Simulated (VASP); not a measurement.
Here is a VASP 6.6.1 calculation.

POSCAR

```
TePb
1.0
    0.0000000000      3.3076750000      3.0656500000
    3.3076750000      0.0000000000      3.0656500000
    3.3076750000      3.3076750000      0.0000000000
Te Pb
1 1
Direct
    0.5000000000      0.5000000000      0.5000000000
    0.0000000000      0.0000000000      0.0000000000
```

File INCAR.step1:

```
SYSTEM = TePb
  PREC = Accurate
  ENCUT = 520
  ISMEAR = 0
  SIGMA = 0.05
  LREAL = .False.
  LASPH = .True.
  NELM = 100
  NBANDS = 17
  GGA = PE
  ALGO = Normal
  EDIFF = 1E-4
  LWAVE = .True.
  LCHARG = .False.
```

File INCAR.step2:

```
SYSTEM = TePb
  PREC = Accurate
  ENCUT = 520
  EDIFF = 1E-7
  ISMEAR = 0
  SIGMA = 0.05
  LREAL = .False.
  LASPH = .True.
  NELM = 100
  ALGO = Normal
  ISIF = 2
  LWAVE = .False.
  LCHARG = .True.
  METAGGA = R2SCAN
  LMIXTAU = .True.
  LELF = .True.
  LVHAR = .True.
  NBANDS = 17
  ISTART = 1
```

The input KPOINTS:

```
regular mesh
0
Gamma
  8 8 8
  0 0 0
```

Potentials or basis: VASP PAW PBE potentials, release 64 (Te, Pb_d).

Launch:

```bash
$ cat potpaw_PBE.64/Te/POTCAR potpaw_PBE.64/Pb_d/POTCAR > POTCAR
$ cp INCAR.step1 INCAR
$ mpirun -np 1 vasp_std > vasp.out
$ cp INCAR.step2 INCAR
$ mpirun -np 1 vasp_std > vasp.out
```

**Question.** Predict the band gap on the k mesh.

**Answer.** 0.68 eV, direct.

**Question.** Predict the pressure.

**Answer.** 2.7 GPa.

Stress tensor (GPa, compression positive):
```
-1.07  0.00  0.00
 0.00 -1.07  0.00
 0.00  0.00 10.22
```

Caveat: the cell differs from its parent crystal (strain +0.025 along x and y, -0.050 along z); the PAW data sets were made with another functional, which shifts forces and pressure a little; spin-orbit coupling is left out, which moves the levels of the heavy elements. A k mesh can miss the band edges.
